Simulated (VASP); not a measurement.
# GaAs (Fm-3m) in VASP: notebook

The runs below take GaAs through single point, relaxation of cell and atoms, with LDA.

Everything below comes from runs of VASP 6.6.1. Logs are shortened: lines on timing, memory, paths and dates and some standing lists are left out, and cuts for length are marked.

**1. The cell of the first run**

Symmetry: Fm-3m, No. 225, cubic system. Conventional cell: a = 5.256 Å, b = 5.256 Å, c = 5.256 Å, α = 90.00°, β = 90.00°, γ = 90.00°. Within 3.5 Å of Ga (site symmetry m-3m) lie 6 As at 2.63 Å. Within 3.5 Å of As (site symmetry m-3m) lie 6 Ga at 2.63 Å.

**2. Single point, LDA**

File INCAR:

```
SYSTEM = GaAs
PREC = Accurate ; ENCUT = 500
EDIFF = 1E-6 ; ISMEAR = 0
SIGMA = 0.02 ; LREAL = .False.
LASPH = .True. ; NELM = 120
ALGO = Normal ; ISIF = 2
LWAVE = .False. ; LCHARG = .False.
NBANDS = 16 ; GGA_COMPAT = .False.
```

File KPOINTS:

```
regular mesh
0
Gamma
  7 7 7
  0 0 0
```

File POSCAR:

```
GaAs
1.0
    0.0000000000      2.6279016420      2.6279016420
    2.6279016420      0.0000000000      2.6279016420
    2.6279016420      2.6279016420      0.0000000000
Ga As
1 1
Direct
    0.0000000000      0.0000000000      0.0000000000
    0.5000000000      0.5000000000      0.5000000000
```

Potentials or basis: VASP PAW LDA potentials, release 64 (Ga_d, As).

Launch:

```console
> cat potpaw_LDA.64/Ga_d/POTCAR potpaw_LDA.64/As/POTCAR > POTCAR
> mpirun -np 1 vasp_std > vasp.out
```

OUTCAR:

```text
SYSTEM = GaAs
   PREC = Accurate
   ENCUT = 500
   EDIFF = 1E-6
   ISMEAR = 0
   LREAL = .False.
   LASPH = .True.
   NELM = 120
   ISIF = 2

 ion  position               nearest neighbor table
   1  0.000  0.000  0.000-   2 2.63   2 2.63   2 2.63   2 2.63   2 2.63   2 2.63
   2  0.500  0.500  0.500-   1 2.63   1 2.63   1 2.63   1 2.63   1 2.63   1 2.63

  LATTYP: Found a face centered cubic cell.
 ALAT       =     5.2558032840

  Lattice vectors:

 A1 = (   0.0000000000,   2.6279016420,   2.6279016420)
 A2 = (   2.6279016420,   0.0000000000,   2.6279016420)
 A3 = (   2.6279016420,   2.6279016420,   0.0000000000)

Analysis of symmetry for initial positions (statically):
=====================================================================
 Subroutine PRICEL returns:
 Original cell was already a primitive cell.

 Routine SETGRP: Setting up the symmetry group for a
 face centered cubic supercell.

 Subroutine GETGRP returns: Found 48 space group operations
 (whereof 48 operations were pure point group operations)
 out of a pool of 48 trial point group operations.

The static configuration has the point symmetry O_h .

Analysis of symmetry for dynamics (positions and initial velocities):
=====================================================================
 Subroutine PRICEL returns:
 Original cell was already a primitive cell.

 Routine SETGRP: Setting up the symmetry group for a
 face centered cubic supercell.

 Subroutine GETGRP returns: Found 48 space group operations
 (whereof 48 operations were pure point group operations)
 out of a pool of 48 trial point group operations.

The dynamic configuration has the point symmetry O_h .

 Subroutine INISYM returns: Found 48 space group operations
 (whereof 48 operations are pure point group operations),
 and found     1 'primitive' translations

----------------------------------------------------------------------------------------

                                     Primitive cell

  volume of cell :      36.2959

  direct lattice vectors                    reciprocal lattice vectors
     0.000000000  2.627901642  2.627901642    -0.190265873  0.190265873  0.190265873
     2.627901642  0.000000000  2.627901642     0.190265873 -0.190265873  0.190265873
     2.627901642  2.627901642  0.000000000     0.190265873  0.190265873 -0.190265873

  length of vectors
     3.716414143  3.716414143  3.716414143     0.329550159  0.329550159  0.329550159

  position of ions in fractional coordinates (direct lattice)
     0.000000000  0.000000000  0.000000000
     0.500000000  0.500000000  0.500000000

  ion indices of the primitive-cell ions
   primitive index   ion index
                 1           1
                 2           2

----------------------------------------------------------------------------------------

 KPOINTS: regular mesh

Automatic generation of k-mesh.
 Grid dimensions read from file:
 generate k-points for:    7    7    7

 Generating k-lattice:

  Cartesian coordinates                     Fractional coordinates (reciprocal lattice)
    -0.027180839  0.027180839  0.027180839     0.142857143  0.000000000  0.000000000
     0.027180839 -0.027180839  0.027180839     0.000000000  0.142857143  0.000000000
     0.027180839  0.027180839 -0.027180839     0.000000000  0.000000000  0.142857143

  Length of vectors
     0.047078594  0.047078594  0.047078594

  Shift w.r.t. Gamma in fractional coordinates (k-lattice)
     0.000000000  0.000000000  0.000000000

 Subroutine IBZKPT returns following result:
 ===========================================

 Found     20 irreducible k-points:

 Following reciprocal coordinates:
            Coordinates               Weight
  0.000000  0.000000  0.000000      1.000000
  0.142857  0.000000  0.000000      8.000000
  0.285714  0.000000  0.000000      8.000000
  0.428571  0.000000  0.000000      8.000000
  0.142857  0.142857  0.000000      6.000000
  0.285714  0.142857  0.000000     24.000000
[... 12 lines left out ...]
 -0.428571  0.428571  0.142857     24.000000
 -0.285714  0.428571  0.142857     24.000000
   k-points           NKPTS =     20   k-points in BZ     NKDIM =     20   number of bands    NBANDS=     16
   number of dos      NEDOS =    301   number of ions     NIONS =      2
   total plane-waves  NPLWV =  21952
   dimension x,y,z NGX =    28 NGY =   28 NGZ =   28
   dimension x,y,z NGXF=    56 NGYF=   56 NGZF=   56
   ions per type =               1   1
   NGX,Y,Z   is equivalent  to a cutoff of  12.53, 12.53, 12.53 a.u.
   NGXF,Y,Z  is equivalent  to a cutoff of  25.05, 25.05, 25.05 a.u.
 SYSTEM =  GaAs
   PREC   = accura    normal or accurate (medium, high low for compatibility)
   ISTART =      0    job   : 0-new  1-cont  2-samecut
   ICHARG =      2    charge: 1-file 2-atom 10-const
   ISPIN  =      1    spin polarized calculation?
   LNONCOLLINEAR =      F non collinear calculations
   LSORBIT =      F    spin-orbit coupling
   LASPH  =      T    aspherical Exc in radial PAW
   ENCUT  =  500.0 eV  36.75 Ry    6.06 a.u.   6.78  6.78  6.78*2*pi/ulx,y,z
   NELM   =    120;   NELMIN=  2; NELMDL= -5     # of ELM steps
   EDIFF  = 0.1E-05   stopping-criterion for ELM
   LREAL  =      F    real-space projection
   EDIFFG = 0.1E-04   stopping-criterion for IOM
   NSW    =      0    number of steps for IOM
   IBRION =     -1    ionic relax: 0-MD 1-quasi-New 2-CG
   NFREE  =      0    steps in history (QN), initial steepest desc. (CG)
   ISIF   =      2    stress and relaxation
   ISYM   =      2    0-nonsym 1-usesym 2-fastsym
   POTIM  = 0.5000    time-step for ionic-motion
   TEBEG  =    0.0;   TEEND  =   0.0 temperature during run
   PSTRESS=    0.0 pullay stress
   NELECT =      18.0000    total number of electrons
   NUPDOWN=      -1.0000    fix difference up-down
   EMIN   =  10.00;   EMAX   =-10.00  energy-range for DOS
   EFERMI =   0.00;   METHOD = LEGACY
   ISMEAR =     0;   SIGMA  =   0.02  broadening in eV -4-tet -1-fermi 0-gaus
   EFERMI_NEDOS =   21; number of points for ismear=-14 and -15
   IALGO  =     38    algorithm
   IMIX   =      4    mixing-type and parameters
     AMIX     =   0.40;   BMIX     =  1.00
     AMIX_MAG =   1.60;   BMIX_MAG =  1.00
  volume/ion in A,a.u.               =      18.15       122.47
  Fermi-wavevector in a.u.,A,eV,Ry     =   1.295826  2.448755 22.846414  1.679164
  Thomas-Fermi vector in A             =   2.427321
   LORBIT       =      0    0 simple, 1 ext, 2 COOP (PROOUT), +10 PAW based schemes
   GGA     = CA    functional components
   LHFCALC =     F    Hartree Fock is set to
   AEXX    =    0.0000 exact exchange contribution
   IVDW    =     0    specifies the selected vdW correction
   LEPSILON=     F    determine dielectric tensor
   LRPA    =     F    only Hartree local field effects (RPA)
 non-spin polarized calculation
 Gauss-broadening in eV      SIGMA  =   0.02
  energy-cutoff  :      500.00
  volume of cell :       36.30
 maximum number of plane-waves:       941
   NGX = 13   NGY = 13   NGZ = 13

 number of electron      18.0000004 magnetization

 Free energy of the ion-electron system (eV)
  ---------------------------------------------------
  ext. energy  EPLUGINS =         0.00000000
  ---------------------------------------------------
  free energy    TOTEN  =        -9.12069004 eV

  energy without entropy =       -9.12024822  energy(sigma->0) =       -9.12046913

 E-fermi :   5.9288     XC(G=0): -11.2009

 val. band max:        5.9146546381   @ k =   0.1429   0.0000   0.0000
 cond. band min:       5.9296202431   @ k =   0.0000   0.0000   0.0000
 fundamental gap:      0.0149656050
 Fermi energy:         5.9288113698

 k-point     1 :       0.0000    0.0000    0.0000
  band No.  band energies     occupation
      1      -8.9863      2.00000
      2      -8.9863      2.00000
      3      -8.9619      2.00000
      4      -8.9619      2.00000
      5      -8.9619      2.00000
      6      -7.7998      2.00000
[... 8 lines left out ...]
     15      13.8238      0.00000
     16      13.8238      0.00000

 k-point     2 :       0.1429    0.0000    0.0000
  band No.  band energies     occupation
      1      -8.9929      2.00000
      2      -8.9929      2.00000
      3      -8.9633      2.00000
      4      -8.9558      2.00000
      5      -8.9558      2.00000
      6      -7.5076      2.00000
[... 8 lines left out ...]
     15      14.0606      0.00000
     16      14.0606      0.00000

 k-point     3 :       0.2857    0.0000    0.0000
  band No.  band energies     occupation
      1      -9.0100      2.00000
      2      -9.0100      2.00000
      3      -8.9684      2.00000
      4      -8.9394      2.00000
      5      -8.9394      2.00000
      6      -6.6662      2.00000
[... 8 lines left out ...]
     15      15.8475      0.00000
     16      15.8475      0.00000

 k-point     4 :       0.4286    0.0000    0.0000
  band No.  band energies     occupation
      1      -9.0243      2.00000
      2      -9.0243      2.00000
      3      -8.9735      2.00000
      4      -8.9256      2.00000
      5      -8.9256      2.00000
      6      -5.5418      2.00000
[... 8 lines left out ...]
     15      18.5233      0.00000
     16      18.5233      0.00000
[... 248 lines left out ...]
 k-point    18 :      -0.4286    0.2857    0.1429
  band No.  band energies     occupation
      1      -9.0999      2.00000
      2      -9.0050      2.00000
      3      -8.9605      2.00000
      4      -8.9406      2.00000
      5      -8.9182      2.00000
      6      -4.8575      2.00000
[... 8 lines left out ...]
     15      17.3041      0.00000
     16      19.6899      0.00000

 k-point    19 :      -0.4286    0.4286    0.1429
  band No.  band energies     occupation
      1      -9.1623      2.00000
      2      -8.9825      2.00000
      3      -8.9761      2.00000
      4      -8.9251      2.00000
      5      -8.9089      2.00000
      6      -4.4611      2.00000
[... 8 lines left out ...]
     15      18.8178      0.00000
     16      21.4871      0.00000

 k-point    20 :      -0.2857    0.4286    0.1429
  band No.  band energies     occupation
      1      -9.1413      2.00000
      2      -8.9966      2.00000
      3      -8.9596      2.00000
      4      -8.9424      2.00000
      5      -8.9090      2.00000
      6      -4.2077      2.00000
[... 8 lines left out ...]
     15      17.9605      0.00000
     16      21.1245      0.00000

------------------------ aborting loop because EDIFF is reached ----------------------------------------

  FORCE on cell =-STRESS in cart. coord.  units (eV):
  Direction    XX          YY          ZZ          XY          YZ          ZX
  --------------------------------------------------------------------------------------
  -------------------------------------------------------------------------------------
  Total        0.1183782      0.1183782      0.1183782     -0.0000000      0.0000000     -0.0000000
  in kB        5.2254678      5.2254678      5.2254678     -0.0000000      0.0000000     -0.0000000
  external PRESSURE =       5.2254678 kB  Pullay stress =       0.0000000 kB

 VOLUME and BASIS-vectors are now :
 -----------------------------------------------------------------------------
  energy-cutoff  :      500.00
  volume of cell :       36.30
      direct lattice vectors                 reciprocal lattice vectors
     0.000000000  2.627901642  2.627901642    -0.190265873  0.190265873  0.190265873
     2.627901642  0.000000000  2.627901642     0.190265873 -0.190265873  0.190265873
     2.627901642  2.627901642  0.000000000     0.190265873  0.190265873 -0.190265873

 POSITION                                       TOTAL-FORCE (eV/Angst)
 -----------------------------------------------------------------------------------
      0.00000      0.00000      0.00000        -0.000000      0.000000     -0.000000
      2.62790      2.62790      2.62790         0.000000     -0.000000      0.000000
 -----------------------------------------------------------------------------------
    total drift:                               -0.000000      0.000000      0.000000

  FREE ENERGIE OF THE ION-ELECTRON SYSTEM (eV)
  ---------------------------------------------------
  free  energy   TOTEN  =        -9.1206900396 eV

  energy  without entropy=       -9.1202482249  energy(sigma->0) =       -9.12046913
```

Run time: 15 s. Hardware: 1 thread of Intel Xeon Platinum 8259CL at 2.50GHz (Skylake/Cascade Lake), shared host; peak memory 0.14 GiB.

Results:

- Free energy: -9.1207 eV
- Pressure: 0.5 GPa
- Band gap on the k mesh: zero (bands 9 and 10 overlap by 3.28 eV)

**3. Relaxation of cell and atoms, LDA**

This run uses another cell than the first one, of 18.61 Å³/atom.

File INCAR:

```
SYSTEM = GaAs
PREC = Accurate ; ENCUT = 500
EDIFF = 1E-7 ; ISMEAR = 0
SIGMA = 0.02 ; LREAL = .FALSE.
LASPH = .TRUE. ; NELM = 120
ALGO = Normal ; ISIF = 3
LWAVE = .FALSE. ; LCHARG = .FALSE.
IBRION = 2 ; NSW = 60
EDIFFG = -0.03 ; GGA_COMPAT = .FALSE.
NELMIN = 4
```

File KPOINTS:

```
Automatic mesh
0
G
  7 7 7
  0 0 0
```

File POSCAR:

```
GaAs
1.0
    0.0000000000      2.6500000000      2.6500000000
    2.6500000000      0.0000000000      2.6500000000
    2.6500000000      2.6500000000      0.0000000000
Ga As
1 1
Direct
    0.0000000000      0.0000000000      0.0000000000
    0.5000000000      0.5000000000      0.5000000000
```

Potentials or basis: VASP PAW LDA potentials, release 64 (Ga_d, As).

Launch:

```console
> cat potpaw_LDA.64/Ga_d/POTCAR potpaw_LDA.64/As/POTCAR > POTCAR
> mpirun -np 1 vasp_std > vasp.out
```

It took 33 s on 1 thread of Intel Xeon Platinum 8259CL at 2.50GHz (Skylake/Cascade Lake), shared host; peak memory 0.15 GiB.

Results (log left out):

```
Free energy                           : -9.1209 eV
Relaxed volume                        : 18.22 Å³/atom
Relaxed cell                          : a = 3.721 Å, b = 3.721 Å, c = 3.721 Å, α = 60.00°, β = 60.00°, γ = 60.00°
Space group after relaxing (to 0.1 Å) : Fm-3m (No. 225)
Energy gained by relaxing             : 2.3 meV/atom
Ionic steps                           : 3
Pressure after relaxing               : 0.0 GPa
Band gap on the k mesh                : zero (bands 9 and 10 overlap by 3.26 eV)
```

Step by step:
```
step  energy change (eV)  largest force (eV/Å)  pressure (GPa)  volume (Å³)
   1              0.0000                0.0000           -1.81        37.22
   2             -0.0037                0.0000            0.84        36.10
   3             -0.0046                0.0000            0.02        36.43
```

Final structure:
```yaml
crystal:
  lattice:
    - [0.00000, 2.63115, 2.63115]
    - [2.63115, 0.00000, 2.63115]
    - [2.63115, 2.63115, 0.00000]
  atoms:
    - { symbol: Ga, position: [0.00000, 0.00000, 0.00000] }
    - { symbol: As, position: [0.50000, 0.50000, 0.50000] }
```

Levels at points of the mesh, in eV from the Fermi level:
| k point | band 5 | band 6 | band 7 | band 8 | band 9 | band 10 | band 11 | band 12 | band 13 |
| --- | --- | --- | --- | --- | --- | --- | --- | --- | --- |
| (0.00, 0.00, 0.00) | -14.89 | -13.70 | 0.00 | 0.00 | 0.00 | 0.36 | 7.40 | 7.40 | 7.40 |
